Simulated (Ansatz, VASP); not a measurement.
This is a calculation of PbS for Ansatz 0.2.0.

input.yaml

```yaml
crystal:
  lattice:
    - [0.0, 3.0047775019, 3.0047775019]
    - [3.0047775019, 0.0, 3.0047775019]
    - [3.0047775019, 3.0047775019, 0.0]
  atoms:
    - { symbol: Pb, position: [0.0, 0.0, 0.0] }
    - { symbol: S, position: [0.5, 0.5, 0.5] }
hamiltonian:
  xc: b3lyp5
  pseudopotentials: { kind: paw }
kpoints:
  mp_grid: { grid: [4, 4, 4] }
scf:
  occupations: { method: fermi_dirac, width: 0.05 }
output:
  forces: true
  stress: true
  eigenvalues: true
```

Potentials or basis: Ansatz PAW.

Launch:

```console
$ ansatz run input.yaml --threads 2 --pin off --max-ram 5632MiB --backend cpu --events-out ev --progress --plain --runs-dir out
```

Q: Set up the same calculation for VASP 6.6.1. Potentials there: VASP PAW PBE potentials, release 64 (Pb_d, S).

A: As run (the cutoff follows the program's own potentials):

POSCAR

```
PbS
1.0
    0.0000000000      3.0047775019      3.0047775019
    3.0047775019      0.0000000000      3.0047775019
    3.0047775019      3.0047775019      0.0000000000
Pb S
1 1
Direct
    0.0000000000      0.0000000000      0.0000000000
    0.5000000000      0.5000000000      0.5000000000
```

File INCAR.step1:

```
SYSTEM = PbS
PREC = Accurate
ENCUT = 520
EDIFF = 1E-5
ISMEAR = -1
SIGMA = 0.05
LREAL = .FALSE.
LASPH = .TRUE.
NELM = 80
ALGO = Normal
ISIF = 2
LWAVE = .TRUE.
LCHARG = .FALSE.
NBANDS = 17
GGA = PE
```

The input INCAR.step2:

```
SYSTEM = PbS
PREC = Accurate
ENCUT = 520
EDIFF = 1E-7
ISMEAR = -1
SIGMA = 0.05
LREAL = .FALSE.
LASPH = .TRUE.
NELM = 80
ALGO = Normal
ISIF = 2
LWAVE = .FALSE.
LCHARG = .FALSE.
GGA = B5
LHFCALC = .TRUE.
AEXX = 0.2
AGGAX = 0.72
AGGAC = 0.81
ALDAC = 0.19
PRECFOCK = Normal
NBANDS = 17
ISTART = 1
```

File KPOINTS:

```
regular mesh
0
G
  4 4 4
  0 0 0
```

Potentials or basis: VASP PAW PBE potentials, release 64 (Pb_d, S).

Run with:

```bash
$ cat potpaw_PBE.64/Pb_d/POTCAR potpaw_PBE.64/S/POTCAR > POTCAR
$ cp INCAR.step1 INCAR
$ mpirun -np 1 vasp_std > vasp.out
$ cp INCAR.step2 INCAR
$ mpirun -np 1 vasp_std > vasp.out
```

Both were run:

|  | VASP | Ansatz | Ansatz less VASP |
| --- | --- | --- | --- |
| gap on the k mesh at the Fermi level (eV) | 1.52 | 1.48 | -0.032 |
| least direct gap on the mesh (eV) | 1.52 | 1.48 | -0.032 |
| pressure (GPa) | 2.0 | 2.1 | +0.08 |

VASP's potentials were made for PBE, not for B3LYP5.

The k mesh is coarse, so the values compare programs but aren't converged. Spin-orbit coupling is off throughout.
